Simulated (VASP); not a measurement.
# Al27As27H (a cell with a defect) in VASP: notebook, part 2 of 2

VASP 6.6.1. The steps go on from the part before.

**3. Single point, PBE**

The input, INCAR:

```
SYSTEM = Al27As27H
PREC     = Accurate       ! precision mode
ENCUT    = 520            ! plane-wave cutoff, eV
EDIFF    = 1E-6           ! SCF threshold, eV
ISMEAR   = 0              ! smearing method
SIGMA    = 0.01           ! smearing width, eV
LREAL    = Auto         
LASPH    = .True.         ! aspherical terms in the spheres
NELM     = 100            ! most SCF steps
ALGO     = Normal         ! electronic algorithm
ISIF     = 2              ! what is computed and relaxed
LWAVE    = .False.        ! write WAVECAR
LCHARG   = .False.        ! write CHGCAR
GGA      = PE             ! functional
NBANDS   = 142            ! bands
NELECT   = 218.0
```

The input, KPOINTS:

```
regular mesh
0
Gamma
  1 1 1
  0 0 0
```

The input, POSCAR:

```
Al27As27H
1.0
    0.0000000000      8.5918684793     -8.5918684793
    8.5918684793      8.5918684793      0.0000000000
    8.5918684793      0.0000000000     -8.5918684793
Al As H
27 27 1
Direct
    0.3333193106      0.6666526439      0.6667087350
    0.3346214294      0.9988718331      0.6655384998
    0.3346214294      0.3343015710      0.6655384998
    0.0009682376      0.6679547628      0.6655384998
    0.0009682376     -0.0011281669      0.6655384998
   -0.0071467066      0.3261866268      0.6881067863
    0.6655384998      0.6679547628      0.6655384998
    0.6666666667      0.0000000000      0.6666666667
    0.6655384998      0.3343015710      0.6655384998
    0.3333193106      0.6666526439      0.3333193106
    0.3333193106      0.0000420683      0.3333193106
    0.3305035990      0.3361630677      0.3305035990
    0.0028297344      0.6638369323      0.3305035990
    0.0009682376     -0.0011281669      0.3346214294
    0.0028297344      0.3361630677      0.3305035990
    0.6667087350      0.6666526439      0.3333193106
    0.6655384998     -0.0011281669      0.3346214294
    0.6655384998      0.3343015710      0.3346214294
    0.3305035990      0.6638369323      1.0028297344
    0.3346214294     -0.0011281669      1.0009682376
    0.3305035990      0.3361630677      1.0028297344
    0.0028297344      0.6638369323      1.0028297344
   -0.0071467066      0.0214401197      0.9928532934
   -0.0071467066      0.3261866268      0.9928532934
    0.6655384998      0.6679547628      1.0009682376
    0.6655384998     -0.0011281669      1.0009682376
    0.6881067863      0.3261866268      0.9928532934
    0.4166666667      0.7500000000      0.4166666667
    0.4162268273      0.0842250111      0.4162268273
    0.4162268273      0.4166546677      0.4162268273
    0.0833213344      0.7495601606      0.4162268273
    0.0833213344      0.0842250111      0.4162268273
    0.0806057956      0.4139391289      0.4248492799
    0.7508916777      0.7495601606      0.4162268273
    0.7500878166      0.0834211500      0.4164032168
    0.7508916777      0.4166546677      0.4162268273
    0.4162268273      0.7495601606      0.0833213344
    0.4162268273      0.0842250111      0.0833213344
    0.4248492799      0.4139391289      0.0806057956
    0.0806057956      0.7581826132      0.0806057956
    0.0866074660      0.0800592007      0.0866074660
    0.0806057956      0.4139391289      0.0806057956
    0.7508916777      0.7495601606      0.0833213344
    0.7467258674      0.0800592007      0.0866074660
    0.7467258674      0.4199407993      0.0866074660
    0.4162268273      0.7495601606      0.7508916777
    0.4164032168      0.0834211500      0.7500878166
    0.4162268273      0.4166546677      0.7508916777
    0.0833213344      0.7495601606      0.7508916777
    0.0866074660      0.0800592007      0.7467258674
    0.0866074660      0.4199407993      0.7467258674
    0.7500878166      0.7497365501      0.7500878166
    0.7500878166      0.0834211500      0.7500878166
    0.7467258674      0.4199407993      0.7467258674
    0.9166666667      0.2500000000      0.9166666667
```

Potentials or basis: VASP PAW PBE potentials, release 64 (Al, As, H).

Command:

```bash
$ cat potpaw_PBE.64/Al/POTCAR potpaw_PBE.64/As/POTCAR potpaw_PBE.64/H/POTCAR > POTCAR
$ mpirun -np 1 vasp_gam > vasp.out
```

OUTCAR:

```text
SYSTEM = Al27As27H
   PREC = Accurate
   ENCUT = 520
   EDIFF = 1E-6
   ISMEAR = 0
   LREAL = Auto
   LASPH = .True.
   NELM = 100
   ISIF = 2
   GGA = PE
   NELECT = 218.0

 ion  position               nearest neighbor table
   1  0.333  0.667  0.667-  46 2.48  48 2.48  49 2.48  28 2.48
   2  0.335  0.999  0.666-  50 2.46  46 2.47  29 2.47  47 2.49
   3  0.335  0.334  0.666-  51 2.46  30 2.47  48 2.47  47 2.49
   4  0.001  0.668  0.666-  51 2.46  49 2.47  31 2.47  52 2.49
   5  0.001  0.999  0.666-  50 2.46  49 2.47  32 2.47  53 2.49
   6  0.993  0.326  0.688-  54 2.45  50 2.45  51 2.45  33 2.61
[... 46 lines left out ...]
  53  0.750  0.083  0.750-   8 2.48   9 2.49   5 2.49  26 2.49
  54  0.747  0.420  0.747-   6 2.45  27 2.45   7 2.46   9 2.46
[... 409 lines left out ...]
  in kB       21.7988379     21.7988379     21.7988379     -0.0000000     -0.0000000     -0.0000000
  external PRESSURE =      21.7988379 kB  Pullay stress =       0.0000000 kB

 VOLUME and BASIS-vectors are now :
 -----------------------------------------------------------------------------
  energy-cutoff  :      520.00
  volume of cell :     1268.51
      direct lattice vectors                 reciprocal lattice vectors
     0.000000000  8.591868479 -8.591868479    -0.058194559  0.058194559 -0.058194559
     8.591868479  8.591868479  0.000000000     0.058194559  0.058194559  0.058194559
     8.591868479  0.000000000 -8.591868479     0.058194559 -0.058194559 -0.058194559

 POSITION                                       TOTAL-FORCE (eV/Angst)
 -----------------------------------------------------------------------------------
     11.45607      8.59163     -8.59211         0.000483     -0.000483     -0.000483
     14.30039     11.45720     -8.59324        -0.005030      0.000171     -0.000171
      8.59049      5.74730     -8.59324        -0.000171      0.005030     -0.000171
     11.45720      5.74730     -5.72654         0.000171      0.005030      0.000171
     14.30039      8.59049     -5.72654        -0.005030     -0.000171      0.000171
      8.71468     11.33302    -14.44259        -0.004322      0.004322      0.004322
[... 47 lines left out ...]
     10.02385     10.02385    -12.83154         0.000000      0.000000     -0.007709
     10.02385     10.02385    -15.75176         0.000000      0.000000      0.000000
 -----------------------------------------------------------------------------------
    total drift:                               -0.000005     -0.000005      0.000004

  FREE ENERGIE OF THE ION-ELECTRON SYSTEM (eV)
  ---------------------------------------------------
  free  energy   TOTEN  =      -240.4107121750 eV

  energy  without entropy=     -240.4107121750  energy(sigma->0) =     -240.41071217
```

stdout:

```text
POSCAR found type information on POSCAR AlAsH
 POSCAR found :  3 types and      55 ions
 scaLAPACK will be used
 LDA part: xc-table for (Slater+PW92), standard interpolation
 POSCAR, INCAR and KPOINTS ok, starting setup
 FFT: planning ... GRIDC
 FFT: planning ... GRID_SOFT
 FFT: planning ... GRID
 WAVECAR not read
 entering main loop
 the old and the new charge density differ
 old charge density:   217.00000 new  218.00000
    0.175E+01
```

Wall time 6 min (1 thread of Intel Xeon Platinum 8375C at 2.90GHz (Ice Lake), shared host); peak memory 1.4 GiB.

What came out:

* Free energy: -240.4107 eV
* Largest force: 0.018 eV/Å

Forces on the atoms (eV/Å):
```
Al   0.000  0.000  0.000
Al  -0.005  0.000  0.000
Al   0.000  0.005  0.000
Al   0.000  0.005  0.000
Al  -0.005  0.000  0.000
Al  -0.004  0.004  0.004
Al   0.000  0.000  0.005
Al   0.000  0.000  0.000
Al   0.000  0.000  0.005
Al   0.000  0.000  0.000
Al   0.000  0.000  0.000
Al   0.000  0.000 -0.005
Al   0.005  0.000  0.000
Al   0.000  0.000 -0.005
Al   0.000 -0.005  0.000
Al   0.000  0.000  0.000
Al   0.000 -0.005  0.000
Al   0.005  0.000  0.000
Al   0.000  0.005  0.000
Al   0.000  0.000 -0.005
Al  -0.005  0.000  0.000
Al   0.000  0.000  0.005
Al  -0.004 -0.004 -0.004
Al   0.004  0.004 -0.004
Al   0.005  0.000  0.000
Al   0.000 -0.005  0.000
Al   0.004 -0.004  0.004
As   0.000  0.000  0.000
As  -0.004 -0.004 -0.007
As   0.004  0.004 -0.007
As   0.007  0.004 -0.004
As  -0.004 -0.007 -0.004
As   0.010 -0.010 -0.010
As   0.007 -0.004  0.004
As   0.005 -0.005 -0.005
As   0.004 -0.007  0.004
As   0.004  0.007 -0.004
As  -0.007 -0.004 -0.004
As  -0.010  0.010 -0.010
As   0.010  0.010  0.010
As   0.000  0.000  0.008
As  -0.010 -0.010  0.010
As   0.004 -0.004  0.007
As   0.000  0.008  0.000
As  -0.008  0.000  0.000
As  -0.004  0.007  0.004
As  -0.005  0.005 -0.005
As  -0.007  0.004  0.004
As  -0.004  0.004  0.007
As   0.008  0.000  0.000
As   0.000 -0.008  0.000
As   0.005  0.005  0.005
As  -0.005 -0.005  0.005
As   0.000  0.000 -0.008
H    0.000  0.000  0.000
```

Levels at points of the mesh, in eV from the Fermi level:
```
           k point  band 105  band 106  band 107  band 108  band 109  band 110  band 111  band 112  band 113  band 114
(0.00, 0.00, 0.00)     -0.65     -0.65     -0.10     -0.10     -0.10      1.64      1.80      1.80      1.80      1.87
```

Caveat: the k points lie up to 0.63 Å⁻¹ apart; the cell carries a net charge on a neutralising background, which shifts energy and pressure; the cell is charged against a uniform background, so pressure and absolute levels hang on convention.
